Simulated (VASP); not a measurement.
# Pt (P6_3/mmc) in VASP: notebook

Pt is run at these levels: revPBE; tasks: single point.

Program: VASP 6.6.1. These are calculated values, not measurements. Logs are shortened: lines on timing, memory, paths and dates and some standing lists are left out, and cuts for length are marked.

## Step 1: The cell of the first run

It takes space group P6_3/mmc (No. 194, hexagonal). Conventional cell: a = 2.764 Å, b = 2.764 Å, c = 9.232 Å, α = 90.00°, β = 90.00°, γ = 120.00°. Within 3.6 Å of Pt (site symmetry -3m) lie 12 Pt at 2.76 to 2.81 Å. Within 3.6 Å of Pt (site symmetry -6m2) lie 12 Pt at 2.76 to 2.81 Å.

## Step 2: Single point, revPBE (volume scaled by 0.96)

The input, INCAR:

```
SYSTEM = Pt
  PREC = Accurate
  ENCUT = 520
  EDIFF = 1E-7
  ISMEAR = -1
  SIGMA = 0.1
  LREAL = .FALSE.
  LASPH = .TRUE.
  NELM = 80
  ALGO = Normal
  ISIF = 2
  LWAVE = .FALSE.
  LCHARG = .FALSE.
  GGA = RE
  NBANDS = 28
```

The input, KPOINTS:

```
regular mesh
0
G
  15 15 4
  0 0 0
```

The input, POSCAR:

```
Pt
1.0
    2.7642378017      0.0000000000      0.0000000000
   -1.3821189008      2.3939001583      0.0000000000
    0.0000000000      0.0000000000      9.2321114657
Pt
4
Direct
    1.0000000000      1.0000000000      0.0000000000
    1.0000000000      1.0000000000      0.5000000000
    0.3333333333      0.6666666667      0.2500000000
    0.6666666667      0.3333333333      0.7500000000
```

Potentials or basis: VASP PAW PBE potentials, release 64 (Pt).

Command:

```bash
$ cat potpaw_PBE.64/Pt/POTCAR > POTCAR
$ mpirun -np 1 vasp_std > vasp.out
```

OUTCAR:

```text
SYSTEM = Pt
   PREC = Accurate
   ENCUT = 520
   EDIFF = 1E-7
   ISMEAR = -1
   LREAL = .FALSE.
   LASPH = .TRUE.
   NELM = 80
   ISIF = 2
   GGA = RE

 ion  position               nearest neighbor table
   1  0.000  0.000  0.000-   3 2.81   4 2.81   3 2.81   4 2.81   4 2.81   3 2.81
   2  0.000  0.000  0.500-   3 2.81   4 2.81   3 2.81   4 2.81   4 2.81   3 2.81
   3  0.333  0.667  0.250-   1 2.81   2 2.81   1 2.81   2 2.81   1 2.81   2 2.81
   4  0.667  0.333  0.750-   1 2.81   2 2.81   1 2.81   2 2.81   1 2.81   2 2.81

  LATTYP: Found a hexagonal cell.
 ALAT       =     2.7642378017
 C/A-ratio  =     3.3398398141

  Lattice vectors:

 A1 = (   2.7642378017,   0.0000000000,   0.0000000000)
 A2 = (  -1.3821189008,   2.3939001583,   0.0000000000)
 A3 = (   0.0000000000,   0.0000000000,   9.2321114657)

Analysis of symmetry for initial positions (statically):
=====================================================================
 Subroutine PRICEL returns:
 Original cell was already a primitive cell.

 Routine SETGRP: Setting up the symmetry group for a
 hexagonal supercell.

 Subroutine GETGRP returns: Found 24 space group operations
 (whereof 12 operations were pure point group operations)
 out of a pool of 24 trial point group operations.

The static configuration has the point symmetry D_3d.
 The point group associated with its full space group is D_6h.

Analysis of symmetry for dynamics (positions and initial velocities):
=====================================================================
 Subroutine PRICEL returns:
 Original cell was already a primitive cell.

 Routine SETGRP: Setting up the symmetry group for a
 hexagonal supercell.

 Subroutine GETGRP returns: Found 24 space group operations
 (whereof 12 operations were pure point group operations)
 out of a pool of 24 trial point group operations.

The dynamic configuration has the point symmetry D_3d.
 The point group associated with its full space group is D_6h.

 Subroutine INISYM returns: Found 24 space group operations
 (whereof 12 operations are pure point group operations),
 and found     1 'primitive' translations

----------------------------------------------------------------------------------------

                                     Primitive cell

  volume of cell :      61.0917

  direct lattice vectors                    reciprocal lattice vectors
     2.764237802  0.000000000  0.000000000     0.361763376  0.208864183  0.000000000
    -1.382118901  2.393900158  0.000000000     0.000000000  0.417728365  0.000000000
     0.000000000  0.000000000  9.232111466     0.000000000  0.000000000  0.108317583

  length of vectors
     2.764237802  2.764237802  9.232111466     0.417728365  0.417728365  0.108317583

  position of ions in fractional coordinates (direct lattice)
     0.000000000  0.000000000  0.000000000
     0.000000000  0.000000000  0.500000000
     0.333333333  0.666666667  0.250000000
     0.666666667  0.333333333  0.750000000

  ion indices of the primitive-cell ions
   primitive index   ion index
                 1           1
                 2           2
                 3           3
                 4           4

----------------------------------------------------------------------------------------

 KPOINTS: regular mesh

Automatic generation of k-mesh.
 Grid dimensions read from file:
 generate k-points for:   15   15    4

 Generating k-lattice:

  Cartesian coordinates                     Fractional coordinates (reciprocal lattice)
     0.024117558  0.013924279  0.000000000     0.066666667  0.000000000  0.000000000
     0.000000000  0.027848558  0.000000000     0.000000000  0.066666667  0.000000000
     0.000000000  0.000000000  0.027079396     0.000000000  0.000000000  0.250000000

  Length of vectors
     0.027848558  0.027848558  0.027079396

  Shift w.r.t. Gamma in fractional coordinates (k-lattice)
     0.000000000  0.000000000  0.000000000

 Subroutine IBZKPT returns following result:
 ===========================================

 Found     81 irreducible k-points:

 Following reciprocal coordinates:
            Coordinates               Weight
  0.000000  0.000000  0.000000      1.000000
  0.066667  0.000000  0.000000      6.000000
  0.133333  0.000000  0.000000      6.000000
  0.200000  0.000000  0.000000      6.000000
  0.266667  0.000000  0.000000      6.000000
  0.333333  0.000000  0.000000      6.000000
[... 16 lines left out ...]
  0.333333  0.200000  0.000000     12.000000
  0.400000  0.200000  0.000000      6.000000
 [... further k-points ...]
   k-points           NKPTS =     81   k-points in BZ     NKDIM =     81   number of bands    NBANDS=     28
   number of dos      NEDOS =    301   number of ions     NIONS =      4
   total plane-waves  NPLWV =  40320
   dimension x,y,z NGX =    24 NGY =   24 NGZ =   70
   dimension x,y,z NGXF=    48 NGYF=   48 NGZF=  140
   ions per type =               4
   NGX,Y,Z   is equivalent  to a cutoff of  14.43, 14.43, 12.61 a.u.
   NGXF,Y,Z  is equivalent  to a cutoff of  28.87, 28.87, 25.21 a.u.
 SYSTEM =  Pt
   PREC   = accura    normal or accurate (medium, high low for compatibility)
   ISTART =      0    job   : 0-new  1-cont  2-samecut
   ICHARG =      2    charge: 1-file 2-atom 10-const
   ISPIN  =      1    spin polarized calculation?
   LNONCOLLINEAR =      F non collinear calculations
   LSORBIT =      F    spin-orbit coupling
   LASPH  =      T    aspherical Exc in radial PAW
   ENCUT  =  520.0 eV  38.22 Ry    6.18 a.u.   5.14  5.14 17.17*2*pi/ulx,y,z
   NELM   =     80;   NELMIN=  2; NELMDL= -5     # of ELM steps
   EDIFF  = 0.1E-06   stopping-criterion for ELM
   LREAL  =      F    real-space projection
   EDIFFG = 0.1E-05   stopping-criterion for IOM
   NSW    =      0    number of steps for IOM
   IBRION =     -1    ionic relax: 0-MD 1-quasi-New 2-CG
   NFREE  =      0    steps in history (QN), initial steepest desc. (CG)
   ISIF   =      2    stress and relaxation
   ISYM   =      2    0-nonsym 1-usesym 2-fastsym
   POTIM  = 0.5000    time-step for ionic-motion
   TEBEG  =    0.0;   TEEND  =   0.0 temperature during run
   PSTRESS=    0.0 pullay stress
   NELECT =      40.0000    total number of electrons
   NUPDOWN=      -1.0000    fix difference up-down
   EMIN   =  10.00;   EMAX   =-10.00  energy-range for DOS
   EFERMI =   0.00;   METHOD = LEGACY
   ISMEAR =    -1;   SIGMA  =   0.10  broadening in eV -4-tet -1-fermi 0-gaus
   EFERMI_NEDOS =   21; number of points for ismear=-14 and -15
   IALGO  =     38    algorithm
   IMIX   =      4    mixing-type and parameters
     AMIX     =   0.40;   BMIX     =  1.00
     AMIX_MAG =   1.60;   BMIX_MAG =  1.00
  volume/ion in A,a.u.               =      15.27       103.07
  Fermi-wavevector in a.u.,A,eV,Ry     =   1.421567  2.686372 27.495371  2.020853
  Thomas-Fermi vector in A             =   2.542363
   LORBIT       =      0    0 simple, 1 ext, 2 COOP (PROOUT), +10 PAW based schemes
   GGA     = RE    functional components
   LHFCALC =     F    Hartree Fock is set to
   AEXX    =    0.0000 exact exchange contribution
   IVDW    =     0    specifies the selected vdW correction
   LEPSILON=     F    determine dielectric tensor
   LRPA    =     F    only Hartree local field effects (RPA)
 non-spin polarized calculation
  energy-cutoff  :      520.00
  volume of cell :       61.09
 maximum number of plane-waves:      1671
 NGX is ok and might be reduce to    24
   NGX = 11   NGY = 11   NGZ = 35

 number of electron      40.0000009 magnetization

 Free energy of the ion-electron system (eV)
  ---------------------------------------------------
  ext. energy  EPLUGINS =         0.00000000
  ---------------------------------------------------
  free energy    TOTEN  =       -22.24482081 eV

  energy without entropy =      -22.02147441  energy(sigma->0) =      -22.13314761

 E-fermi :  11.0973     XC(G=0): -13.3734

 val. band max:       11.0950969392   @ k =   0.2000   0.0000   0.0000
 cond. band min:      11.0984345369   @ k =   0.2000   0.2000   0.5000
 fundamental gap:      0.0033375977
 Fermi energy:        11.0972589897

 k-point     1 :       0.0000    0.0000    0.0000
  band No.  band energies     occupation
      1       1.0302      2.00000
      2       2.9626      2.00000
      3       2.9660      2.00000
      4       3.8337      2.00000
      5       6.9746      2.00000
      6       7.0239      2.00000
[... 20 lines left out ...]
     27      24.1694      0.00000
     28      25.6315      0.00000

 k-point     2 :       0.0667    0.0000    0.0000
  band No.  band energies     occupation
      1       1.1907      2.00000
      2       3.1164      2.00000
      3       3.1197      2.00000
      4       3.9779      2.00000
      5       6.8071      2.00000
      6       6.9337      2.00000
[... 20 lines left out ...]
     27      24.2264      0.00000
     28      25.8833      0.00000

 k-point     3 :       0.1333    0.0000    0.0000
  band No.  band energies     occupation
      1       1.6552      2.00000
      2       3.5406      2.00000
      3       3.5437      2.00000
      4       4.3732      2.00000
      5       6.4668      2.00000
      6       6.7068      2.00000
[... 20 lines left out ...]
     27      24.3524      0.00000
     28      26.5175      0.00000

 k-point     4 :       0.2000    0.0000    0.0000
  band No.  band energies     occupation
      1       2.3646      2.00000
      2       4.0847      2.00000
      3       4.0881      2.00000
      4       4.8657      2.00000
      5       6.1466      2.00000
      6       6.4143      2.00000
[... 578 lines left out ...]
     27      19.6537      0.00000
     28      20.9385      0.00000

 k-point    23 :       0.3333    0.2000    0.0000
  band No.  band energies     occupation
      1       4.8181      2.00000
      2       4.8490      2.00000
      3       5.4119      2.00000
      4       5.7971      2.00000
      5       5.8688      2.00000
      6       6.0028      2.00000
[... 20 lines left out ...]
     27      19.1017      0.00000
     28      20.1147      0.00000

 k-point    24 :       0.4000    0.2000    0.0000
  band No.  band energies     occupation
      1       4.7952      2.00000
      2       4.8005      2.00000
      3       5.3485      2.00000
      4       5.9272      2.00000
      5       5.9787      2.00000
      6       6.1160      2.00000
[... 20 lines left out ...]
     27      18.9352      0.00000
     28      20.4415      0.00000

 [... further k-points ...]
[... 5 lines left out ...]
  --------------------------------------------------------------------------------------
  -------------------------------------------------------------------------------------
  Total        3.7986418      3.7986418      3.7593964      0.0000000     -0.0000000     -0.0000000
  in kB       99.6222728     99.6222728     98.5930343      0.0000000     -0.0000000     -0.0000000
  external PRESSURE =      99.2791933 kB  Pullay stress =       0.0000000 kB

 VOLUME and BASIS-vectors are now :
 -----------------------------------------------------------------------------
  energy-cutoff  :      520.00
  volume of cell :       61.09
      direct lattice vectors                 reciprocal lattice vectors
     2.764237802  0.000000000  0.000000000     0.361763376  0.208864183  0.000000000
    -1.382118901  2.393900158  0.000000000     0.000000000  0.417728365  0.000000000
     0.000000000  0.000000000  9.232111466     0.000000000  0.000000000  0.108317583

 POSITION                                       TOTAL-FORCE (eV/Angst)
 -----------------------------------------------------------------------------------
      0.00000      0.00000      0.00000         0.000000      0.000000      0.000000
      0.00000      0.00000      4.61606         0.000000      0.000000      0.000000
     -0.00000      1.59593      2.30803         0.000000     -0.000000      0.000000
      1.38212      0.79797      6.92408        -0.000000      0.000000      0.000000
 -----------------------------------------------------------------------------------
    total drift:                               -0.000000      0.000000      0.000000

  FREE ENERGIE OF THE ION-ELECTRON SYSTEM (eV)
  ---------------------------------------------------
  free  energy   TOTEN  =       -22.2448208109 eV

  energy  without entropy=      -22.0214744085  energy(sigma->0) =      -22.13314761
```

Wall time 95 s (1 thread of AMD EPYC 9R45 (Zen 5), shared host); peak memory 0.22 GiB.

Results:

```yaml
Free_energy: -22.2448 eV
Pressure: 9.9 GPa
Band_gap_on_the_k_mesh: zero (band 20 reaches 11.46 eV, above the bottom of band 21 at 10.13 eV)
```

Stress tensor (GPa, compression positive):
```
9.96 0.00 0.00
0.00 9.96 0.00
0.00 0.00 9.86
```

Caveat: the cell differs from its parent crystal (volume scaled by 0.96); the PAW data sets were made with another functional, which shifts forces and pressure a little; spin-orbit coupling is left out, which moves the levels of the heavy elements.

## Step 3: Single point, revPBE

This run uses another cell than the first one, of 15.91 Å³/atom, 1.042 times its volume.

The input, INCAR:

```
ALGO = Normal
EDIFF = 1E-6
ENCUT = 520
GGA = RE
ISIF = 2
ISMEAR = -1
LASPH = T
LCHARG = T
LELF = T
LREAL = F
LVHAR = T
LWAVE = F
NBANDS = 28
NELM = 60
PREC = Accurate
SIGMA = 0.1
```

The input, KPOINTS:

```
k-points
0
Gamma
  15 15 4
```

The input, POSCAR:

```
Pt
1.0
    2.8021087789      0.0000000000      0.0000000000
   -1.4010543895      2.4266973867      0.0000000000
    0.0000000000      0.0000000000      9.3585944634
Pt
4
Direct
    1.0000000000      1.0000000000      0.0000000000
    1.0000000000      1.0000000000      0.5000000000
    0.3333333333      0.6666666667      0.2500000000
    0.6666666667      0.3333333333      0.7500000000
```

Potentials or basis: VASP PAW PBE potentials, release 64 (Pt).

Command:

```bash
$ cat potpaw_PBE.64/Pt/POTCAR > POTCAR
$ mpirun -np 1 vasp_std > vasp.out
```

OUTCAR:

```text
EDIFF = 1E-6
   ENCUT = 520
   GGA = RE
   ISIF = 2
   ISMEAR = -1
   LASPH = T
   LREAL = F
   NELM = 60
   PREC = Accurate

 ion  position               nearest neighbor table
   1  0.000  0.000  0.000-   3 2.84   4 2.84   4 2.84   3 2.84   4 2.84   3 2.84
   2  0.000  0.000  0.500-   3 2.84   4 2.84   4 2.84   3 2.84   4 2.84   3 2.84
   3  0.333  0.667  0.250-   1 2.84   2 2.84   1 2.84   2 2.84   1 2.84   2 2.84
   4  0.667  0.333  0.750-   1 2.84   2 2.84   1 2.84   2 2.84   1 2.84   2 2.84

  LATTYP: Found a hexagonal cell.
 ALAT       =     2.8021087789
 C/A-ratio  =     3.3398398142

  Lattice vectors:

 A1 = (   2.8021087789,   0.0000000000,   0.0000000000)
 A2 = (  -1.4010543895,   2.4266973867,   0.0000000000)
 A3 = (   0.0000000000,   0.0000000000,   9.3585944634)

Analysis of symmetry for initial positions (statically):
=====================================================================
 Subroutine PRICEL returns:
 Original cell was already a primitive cell.

 Routine SETGRP: Setting up the symmetry group for a
[... 168 lines left out ...]
  ext. energy  EPLUGINS =         0.00000000
  ---------------------------------------------------
  free energy    TOTEN  =       -22.31829501 eV

  energy without entropy =      -22.08197703  energy(sigma->0) =      -22.20013602

 E-fermi :  10.3400     XC(G=0): -13.1267

 val. band max:       10.3379173946   @ k =   0.4667   0.0667   0.0000
 cond. band min:      10.3533653673   @ k =   0.4000   0.2000   0.5000
 fundamental gap:      0.0154479727
 Fermi energy:        10.3399632003

 k-point     1 :       0.0000    0.0000    0.0000
  band No.  band energies     occupation
      1       0.7217      2.00000
      2       2.5947      2.00000
      3       2.5984      2.00000
      4       3.4887      2.00000
      5       6.4874      2.00000
      6       6.5345      2.00000
[... 733 lines left out ...]
     27      17.9981      0.00000
     28      19.4234      0.00000

 [... further k-points ...]
[... 5 lines left out ...]
  --------------------------------------------------------------------------------------
  -------------------------------------------------------------------------------------
  Total       -0.2435929     -0.2435929     -0.1269499      0.0000000      0.0000000      0.0000000
  in kB       -6.1328738     -6.1328738     -3.1961826      0.0000000      0.0000000      0.0000000
  external PRESSURE =      -5.1539767 kB  Pullay stress =       0.0000000 kB

 VOLUME and BASIS-vectors are now :
 -----------------------------------------------------------------------------
  energy-cutoff  :      520.00
  volume of cell :       63.64
      direct lattice vectors                 reciprocal lattice vectors
     2.802108779  0.000000000  0.000000000     0.356874083  0.206041348  0.000000000
    -1.401054390  2.426697387  0.000000000     0.000000000  0.412082695  0.000000000
     0.000000000  0.000000000  9.358594463     0.000000000  0.000000000  0.106853652

 POSITION                                       TOTAL-FORCE (eV/Angst)
 -----------------------------------------------------------------------------------
      0.00000      0.00000      0.00000         0.000000      0.000000      0.000000
      0.00000      0.00000      4.67930         0.000000      0.000000      0.000000
     -0.00000      1.61780      2.33965         0.000000      0.000000      0.000000
      1.40105      0.80890      7.01895        -0.000000     -0.000000     -0.000000
 -----------------------------------------------------------------------------------
    total drift:                               -0.000000      0.000000      0.000000

  FREE ENERGIE OF THE ION-ELECTRON SYSTEM (eV)
  ---------------------------------------------------
  free  energy   TOTEN  =       -22.3182950092 eV

  energy  without entropy=      -22.0819770345  energy(sigma->0) =      -22.20013602
```

Run time: 93 s. Hardware: 1 thread of AMD EPYC 9R45 (Zen 5), shared host; peak memory 0.22 GiB.

What came out:

- Free energy: -22.3183 eV
- Pressure: -0.5 GPa
- Band gap on the k mesh: zero (band 20 reaches 10.67 eV, above the bottom of band 21 at 9.44 eV)

Caveat: the PAW data sets were made with another functional, which shifts forces and pressure a little; spin-orbit coupling is left out, which moves the levels of the heavy elements.

(Continued in part 2 of 2.)
